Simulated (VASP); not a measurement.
# Ir in VASP: notebook

Ir is run at these levels: PBE; tasks: electric field gradients.

Everything below comes from runs of VASP 6.6.1. Logs are shortened: lines on timing, memory, paths and dates and some standing lists are left out, and cuts for length are marked.

### Step 1. The cell of the first run

Symmetry: R-3m, No. 166, trigonal system. The conventional cell has a = 2.701 Å, b = 2.701 Å, c = 6.717 Å, α = 90.00°, β = 90.00°, γ = 120.00°. Ir (site symmetry -3m) has 12 Ir at 2.70 to 2.73 Å within 3.6 Å.

### Step 2. Electric field gradients, PBE (equal xy, yz and zx shear strains of +1 %)

Contents of INCAR:

```
  PREC = Accurate
  ENCUT = 520
  EDIFF = 1E-8
  ISMEAR = -1
  SIGMA = 0.05
  LREAL = F
  LASPH = T
  NELM = 60
  ALGO = Normal
  ISIF = 2
  LWAVE = F
  LCHARG = F
  GGA = PE
  LEFG = T
  NBANDS = 10
```

Contents of KPOINTS:

```
regular mesh
0
Gamma
  15 15 15
```

Contents of POSCAR:

```
Ir
1.0
    0.0191970000      1.9292985000      1.9292985000
    1.9292985000      0.0191970000      1.9292985000
    1.9292985000      1.9292985000      0.0191970000
Ir
1
Direct
    0.0000000000      0.0000000000      0.0000000000
```

Potentials or basis: VASP PAW PBE potentials, release 64 (Ir).

Run with:

```
$ cat potpaw_PBE.64/Ir/POTCAR > POTCAR
$ mpirun -np 1 vasp_std > vasp.out
```

OUTCAR:

```text
PREC = Accurate
   ENCUT = 520
   EDIFF = 1E-8
   ISMEAR = -1
   LREAL = F
   LASPH = T
   NELM = 60
   ISIF = 2
   GGA = PE

 ion  position               nearest neighbor table
   1  0.000  0.000  0.000-

  LATTYP: Found a trigonal (rhomboedric) cell.
 ALAT       =     2.7285076377
 COS(alpha) =     0.5099250056

  Lattice vectors:

 A1 = (   0.0191970000,   1.9292985000,   1.9292985000)
 A2 = (   1.9292985000,   0.0191970000,   1.9292985000)
 A3 = (   1.9292985000,   1.9292985000,   0.0191970000)

Analysis of symmetry for initial positions (statically):
=====================================================================
 Subroutine PRICEL returns:
 Original cell was already a primitive cell.

 Routine SETGRP: Setting up the symmetry group for a
 trigonal (rhombohedral) supercell.

 Subroutine GETGRP returns: Found 12 space group operations
 (whereof 12 operations were pure point group operations)
 out of a pool of 12 trial point group operations.

The static configuration has the point symmetry D_3d.

Analysis of symmetry for dynamics (positions and initial velocities):
=====================================================================
 Subroutine PRICEL returns:
 Original cell was already a primitive cell.

 Routine SETGRP: Setting up the symmetry group for a
 trigonal (rhombohedral) supercell.

 Subroutine GETGRP returns: Found 12 space group operations
 (whereof 12 operations were pure point group operations)
 out of a pool of 12 trial point group operations.

The dynamic configuration has the point symmetry D_3d.

 Subroutine INISYM returns: Found 12 space group operations
 (whereof 12 operations are pure point group operations),
 and found     1 'primitive' translations

----------------------------------------------------------------------------------------

                                     Primitive cell

  volume of cell :      14.1481

  direct lattice vectors                    reciprocal lattice vectors
     0.019197000  1.929298500  1.929298500    -0.263062066  0.260470322  0.260470322
     1.929298500  0.019197000  1.929298500     0.260470322 -0.263062066  0.260470322
     1.929298500  1.929298500  0.019197000     0.260470322  0.260470322 -0.263062066

  length of vectors
     2.728507638  2.728507638  2.728507638     0.452649122  0.452649122  0.452649122

  position of ions in fractional coordinates (direct lattice)
     0.000000000  0.000000000  0.000000000

  ion indices of the primitive-cell ions
   primitive index   ion index
                 1           1

----------------------------------------------------------------------------------------

 KPOINTS: regular mesh

Automatic generation of k-mesh.
 Grid dimensions read from file:
 generate k-points for:   15   15   15

 Generating k-lattice:

  Cartesian coordinates                     Fractional coordinates (reciprocal lattice)
    -0.017537471  0.017364688  0.017364688     0.066666667  0.000000000  0.000000000
     0.017364688 -0.017537471  0.017364688     0.000000000  0.066666667  0.000000000
     0.017364688  0.017364688 -0.017537471     0.000000000  0.000000000  0.066666667

  Length of vectors
     0.030176608  0.030176608  0.030176608

  Shift w.r.t. Gamma in fractional coordinates (k-lattice)
     0.000000000  0.000000000  0.000000000

 Subroutine IBZKPT returns following result:
 ===========================================

 Found    344 irreducible k-points:

 Following reciprocal coordinates:
            Coordinates               Weight
  0.000000  0.000000  0.000000      1.000000
  0.066667  0.000000 -0.000000      6.000000
  0.133333  0.000000  0.000000      6.000000
  0.200000 -0.000000  0.000000      6.000000
  0.266667  0.000000  0.000000      6.000000
  0.333333 -0.000000 -0.000000      6.000000
[... 16 lines left out ...]
  0.133333  0.133333 -0.000000      6.000000
  0.200000  0.133333  0.000000     12.000000
 [... further k-points ...]
   k-points           NKPTS =    344   k-points in BZ     NKDIM =    344   number of bands    NBANDS=     10
   number of dos      NEDOS =    301   number of ions     NIONS =      1
   total plane-waves  NPLWV =   8000
   dimension x,y,z NGX =    20 NGY =   20 NGZ =   20
   dimension x,y,z NGXF=    40 NGYF=   40 NGZF=   40
   ions per type =               1
   NGX,Y,Z   is equivalent  to a cutoff of  12.19, 12.19, 12.19 a.u.
   NGXF,Y,Z  is equivalent  to a cutoff of  24.37, 24.37, 24.37 a.u.
 SYSTEM =  unknown system
   PREC   = accura    normal or accurate (medium, high low for compatibility)
   ISTART =      0    job   : 0-new  1-cont  2-samecut
   ICHARG =      2    charge: 1-file 2-atom 10-const
   ISPIN  =      1    spin polarized calculation?
   LNONCOLLINEAR =      F non collinear calculations
   LSORBIT =      F    spin-orbit coupling
   LASPH  =      T    aspherical Exc in radial PAW
   ENCUT  =  520.0 eV  38.22 Ry    6.18 a.u.   5.07  5.07  5.07*2*pi/ulx,y,z
   NELM   =     60;   NELMIN=  2; NELMDL= -5     # of ELM steps
   EDIFF  = 0.1E-07   stopping-criterion for ELM
   LREAL  =      F    real-space projection
   EDIFFG = 0.1E-06   stopping-criterion for IOM
   NSW    =      0    number of steps for IOM
   IBRION =     -1    ionic relax: 0-MD 1-quasi-New 2-CG
   NFREE  =      0    steps in history (QN), initial steepest desc. (CG)
   ISIF   =      2    stress and relaxation
   ISYM   =      2    0-nonsym 1-usesym 2-fastsym
   POTIM  = 0.5000    time-step for ionic-motion
   TEBEG  =    0.0;   TEEND  =   0.0 temperature during run
   PSTRESS=    0.0 pullay stress
   NELECT =       9.0000    total number of electrons
   NUPDOWN=      -1.0000    fix difference up-down
   EMIN   =  10.00;   EMAX   =-10.00  energy-range for DOS
   EFERMI =   0.00;   METHOD = LEGACY
   ISMEAR =    -1;   SIGMA  =   0.05  broadening in eV -4-tet -1-fermi 0-gaus
   EFERMI_NEDOS =   21; number of points for ismear=-14 and -15
   IALGO  =     38    algorithm
   IMIX   =      4    mixing-type and parameters
     AMIX     =   0.40;   BMIX     =  1.00
     AMIX_MAG =   1.60;   BMIX_MAG =  1.00
  volume/ion in A,a.u.               =      14.15        95.48
  Fermi-wavevector in a.u.,A,eV,Ry     =   1.407958  2.660655 26.971463  1.982347
  Thomas-Fermi vector in A             =   2.530165
   LORBIT       =      0    0 simple, 1 ext, 2 COOP (PROOUT), +10 PAW based schemes
   GGA     = PE    functional components
   LHFCALC =     F    Hartree Fock is set to
   AEXX    =    0.0000 exact exchange contribution
   IVDW    =     0    specifies the selected vdW correction
   LEPSILON=     F    determine dielectric tensor
   LRPA    =     F    only Hartree local field effects (RPA)
 non-spin polarized calculation
  energy-cutoff  :      520.00
  volume of cell :       14.15
 maximum number of plane-waves:       388
   NGX = 11   NGY = 11   NGZ = 11

 number of electron       9.0000000 magnetization

 Free energy of the ion-electron system (eV)
  ---------------------------------------------------
  ext. energy  EPLUGINS =         0.00000000
  ---------------------------------------------------
  free energy    TOTEN  =        -8.84483257 eV

  energy without entropy =       -8.83698579  energy(sigma->0) =       -8.84090918

 E-fermi :  10.4516     XC(G=0): -13.9879

 val. band max:       10.4453652414   @ k =  -0.3333   0.2667   0.0667
 cond. band min:      10.4648788223   @ k =   0.3333   0.1333   0.0667
 fundamental gap:      0.0195135809
 Fermi energy:        10.4516371261

 k-point     1 :       0.0000    0.0000    0.0000
  band No.  band energies     occupation
      1      -0.7135      2.00000
      2       6.3645      2.00000
      3       6.5916      2.00000
      4       6.5916      2.00000
      5       9.2117      2.00000
      6       9.2117      2.00000
      7      24.7273      0.00000
      8      30.0014      0.00000
      9      30.4818      0.00000
     10      30.4818      0.00000

 k-point     2 :       0.0667    0.0000   -0.0000
  band No.  band energies     occupation
      1      -0.5143      2.00000
      2       6.4034      2.00000
      3       6.5289      2.00000
      4       6.6850      2.00000
      5       9.1518      2.00000
      6       9.1537      2.00000
      7      25.0732      0.00000
      8      29.3747      0.00000
      9      30.4037      0.00000
     10      30.8030      0.00000
[... 274 lines left out ...]
 k-point    24 :       0.2000    0.1333    0.0000
  band No.  band energies     occupation
      1       0.9392      2.00000
      2       5.4670      2.00000
      3       7.2816      2.00000
      4       7.4105      2.00000
      5       8.1982      2.00000
      6       9.6711      2.00000
      7      27.3990      0.00000
      8      27.5747      0.00000
      9      30.4332      0.00000
     10      31.2572      0.00000

 [... further k-points ...]
[... 5 lines left out ...]
  --------------------------------------------------------------------------------------
  -------------------------------------------------------------------------------------
  Total        0.8542343      0.8542343      0.8542343     -0.2517744     -0.2517744     -0.2517744
  in kB       96.7364056     96.7364056     96.7364056    -28.5117959    -28.5117959    -28.5117959
  external PRESSURE =      96.7364056 kB  Pullay stress =       0.0000000 kB

 VOLUME and BASIS-vectors are now :
 -----------------------------------------------------------------------------
  energy-cutoff  :      520.00
  volume of cell :       14.15
      direct lattice vectors                 reciprocal lattice vectors
     0.019197000  1.929298500  1.929298500    -0.263062066  0.260470322  0.260470322
     1.929298500  0.019197000  1.929298500     0.260470322 -0.263062066  0.260470322
     1.929298500  1.929298500  0.019197000     0.260470322  0.260470322 -0.263062066

 POSITION                                       TOTAL-FORCE (eV/Angst)
 -----------------------------------------------------------------------------------
      0.00000      0.00000      0.00000         0.000000     -0.000000     -0.000000
 -----------------------------------------------------------------------------------
    total drift:                               -0.000000     -0.000000     -0.000000

  FREE ENERGIE OF THE ION-ELECTRON SYSTEM (eV)
  ---------------------------------------------------
  free  energy   TOTEN  =        -8.8448325664 eV

  energy  without entropy=       -8.8369857945  energy(sigma->0) =       -8.84090918

 Electric field gradients (V/A^2)
---------------------------------------------------------------------
 ion       V_xx      V_yy      V_zz      V_xy      V_xz      V_yz
---------------------------------------------------------------------
   1      -0.000     0.000    -0.000    12.608    12.608    12.608
---------------------------------------------------------------------

 Electric field gradients after diagonalization (V/A^2)
 (convention: |V_zz| > |V_xx| > |V_yy|)
----------------------------------------------------------------------
 ion       V_xx      V_yy      V_zz     asymmetry (V_yy - V_xx)/ V_zz
----------------------------------------------------------------------
   1     -12.608   -12.608    25.215       0.000
----------------------------------------------------------------------

           NMR quadrupolar parameters

 Cq : quadrupolar parameter    Cq=e*Q*V_zz/h
 eta: asymmetry parameters     (V_yy - V_xx)/ V_zz
 Q  : nuclear electric quadrupole moment in mb (millibarn)
----------------------------------------------------------------------
 ion       Cq(MHz)       eta       Q (mb)
----------------------------------------------------------------------
   1       0.061       0.000       1.000
----------------------------------------------------------------------
```

Wall time 26 s (1 thread of AMD EPYC 9R14 (Zen 4), shared host); peak memory 0.14 GiB.

Results:

| Item | Value |
| --- | --- |
| Free energy | -8.8448 eV |
| Pressure | 9.7 GPa |

Electric field gradients, principal values (V/Å²):
```csv
atom,least,middle,greatest (by size)
1 Ir,-12.608,-12.608,25.215
```

Caveat: the cell differs from its parent crystal (equal xy, yz and zx shear strains of +1 %); without QUAD_EFG the Cq values of the log hold for a quadrupole moment of 1 mb, not for the nuclei; spin-orbit coupling is left out, which moves the levels of the heavy elements.

### Step 3. Electric field gradients, PBE (equal xy, yz and zx shear strains of +3 %)

Contents of INCAR:

```
SYSTEM = Ir
PREC = Accurate ; ENCUT = 520
EDIFF = 1E-8 ; ISMEAR = -1
SIGMA = 0.05 ; LREAL = .False.
LASPH = .True. ; NELM = 80
ALGO = Normal ; ISIF = 2
LWAVE = .False. ; LCHARG = .False.
GGA = PE ; LEFG = .True.
NBANDS = 10
```

Contents of KPOINTS:

```
regular mesh
0
Gamma
  15 15 15
  0 0 0
```

Contents of POSCAR:

```
Ir
1.0
    0.0575910000      1.9484955000      1.9484955000
    1.9484955000      0.0575910000      1.9484955000
    1.9484955000      1.9484955000      0.0575910000
Ir
1
Direct
    0.0000000000      0.0000000000      0.0000000000
```

Potentials or basis: VASP PAW PBE potentials, release 64 (Ir).

Run with:

```
$ cat potpaw_PBE.64/Ir/POTCAR > POTCAR
$ mpirun -np 1 vasp_std > vasp.out
```

OUTCAR:

```text
SYSTEM = Ir
   PREC = Accurate
   ENCUT = 520
   EDIFF = 1E-8
   ISMEAR = -1
   LREAL = .False.
   LASPH = .True.
   NELM = 80
   ISIF = 2
   GGA = PE

 ion  position               nearest neighbor table
   1  0.000  0.000  0.000-

  LATTYP: Found a trigonal (rhomboedric) cell.
 ALAT       =     2.7561905142
 COS(alpha) =     0.5293254421

  Lattice vectors:

 A1 = (   0.0575910000,   1.9484955000,   1.9484955000)
 A2 = (   1.9484955000,   0.0575910000,   1.9484955000)
 A3 = (   1.9484955000,   1.9484955000,   0.0575910000)

Analysis of symmetry for initial positions (statically):
=====================================================================
 Subroutine PRICEL returns:
 Original cell was already a primitive cell.

 Routine SETGRP: Setting up the symmetry group for a
 trigonal (rhombohedral) supercell.

 Subroutine GETGRP returns: Found 12 space group operations
[... 492 lines left out ...]

 VOLUME and BASIS-vectors are now :
 -----------------------------------------------------------------------------
  energy-cutoff  :      520.00
  volume of cell :       14.14
      direct lattice vectors                 reciprocal lattice vectors
     0.057591000  1.948495500  1.948495500    -0.268274550  0.260572888  0.260572888
     1.948495500  0.057591000  1.948495500     0.260572888 -0.268274550  0.260572888
     1.948495500  1.948495500  0.057591000     0.260572888  0.260572888 -0.268274550

 POSITION                                       TOTAL-FORCE (eV/Angst)
 -----------------------------------------------------------------------------------
      0.00000      0.00000      0.00000         0.000000      0.000000     -0.000000
 -----------------------------------------------------------------------------------
    total drift:                               -0.000000     -0.000000     -0.000000

  FREE ENERGIE OF THE ION-ELECTRON SYSTEM (eV)
  ---------------------------------------------------
  free  energy   TOTEN  =        -8.8141551603 eV

  energy  without entropy=       -8.8067505452  energy(sigma->0) =       -8.81045285

 Electric field gradients (V/A^2)
---------------------------------------------------------------------
 ion       V_xx      V_yy      V_zz      V_xy      V_xz      V_yz
---------------------------------------------------------------------
   1       0.000     0.000    -0.000    39.674    39.674    39.674
---------------------------------------------------------------------

 Electric field gradients after diagonalization (V/A^2)
 (convention: |V_zz| > |V_xx| > |V_yy|)
----------------------------------------------------------------------
 ion       V_xx      V_yy      V_zz     asymmetry (V_yy - V_xx)/ V_zz
----------------------------------------------------------------------
   1     -39.674   -39.674    79.348       0.000
----------------------------------------------------------------------

           NMR quadrupolar parameters

 Cq : quadrupolar parameter    Cq=e*Q*V_zz/h
 eta: asymmetry parameters     (V_yy - V_xx)/ V_zz
 Q  : nuclear electric quadrupole moment in mb (millibarn)
----------------------------------------------------------------------
 ion       Cq(MHz)       eta       Q (mb)
----------------------------------------------------------------------
   1       0.192       0.000       1.000
----------------------------------------------------------------------
```

OSZICAR:

```text
N       E                     dE             d eps       ncg     rms          rms(c)
DAV:   1     0.476757137922E+02    0.47676E+02   -0.43912E+03  6936   0.821E+02
DAV:   2    -0.845110807015E+01   -0.56127E+02   -0.53319E+02  7048   0.195E+02
DAV:   3    -0.935656020487E+01   -0.90545E+00   -0.90235E+00  8020   0.303E+01
DAV:   4    -0.936503257408E+01   -0.84724E-02   -0.84708E-02  7764   0.271E+00
DAV:   5    -0.936520216742E+01   -0.16959E-03   -0.16959E-03  7888   0.367E-01    0.154E+01
DAV:   6    -0.890775013205E+01    0.45745E+00   -0.78619E-01  7718   0.109E+01    0.634E+00
DAV:   7    -0.882030598873E+01    0.87444E-01   -0.26550E-01  8152   0.583E+00    0.147E+00
DAV:   8    -0.881728710202E+01    0.30189E-02   -0.21198E-03  7396   0.495E-01    0.102E+00
DAV:   9    -0.881414899169E+01    0.31381E-02   -0.20952E-03  7826   0.640E-01    0.158E-02
DAV:  10    -0.881415402981E+01   -0.50381E-05   -0.12005E-05  9554   0.327E-02    0.235E-02
DAV:  11    -0.881415519124E+01   -0.11614E-05   -0.91214E-07  7606   0.106E-02    0.887E-04
DAV:  12    -0.881415514049E+01    0.50756E-07   -0.13564E-08  7648   0.108E-03    0.873E-04
DAV:  13    -0.881415515707E+01   -0.16586E-07   -0.22453E-09  3976   0.295E-04    0.628E-05
DAV:  14    -0.881415516030E+01   -0.32295E-08   -0.84396E-11  3606   0.115E-04
   1 F= -.88141552E+01 E0= -.88104529E+01  d E =-.740462E-02
```

Run time: 26 s. Hardware: 1 thread of AMD EPYC 9R14 (Zen 4), shared host; peak memory 0.14 GiB.

What came out:

| Item | Value |
| --- | --- |
| Free energy | -8.8142 eV |
| Pressure | 10.9 GPa |

Electric field gradients, principal values (V/Å²):
```csv
atom,least,middle,greatest (by size)
1 Ir,-39.674,-39.674,79.348
```

Caveat: the cell differs from its parent crystal (equal xy, yz and zx shear strains of +3 %); without QUAD_EFG the Cq values of the log hold for a quadrupole moment of 1 mb, not for the nuclei; spin-orbit coupling is left out, which moves the levels of the heavy elements.

[end of part 1 of 3]
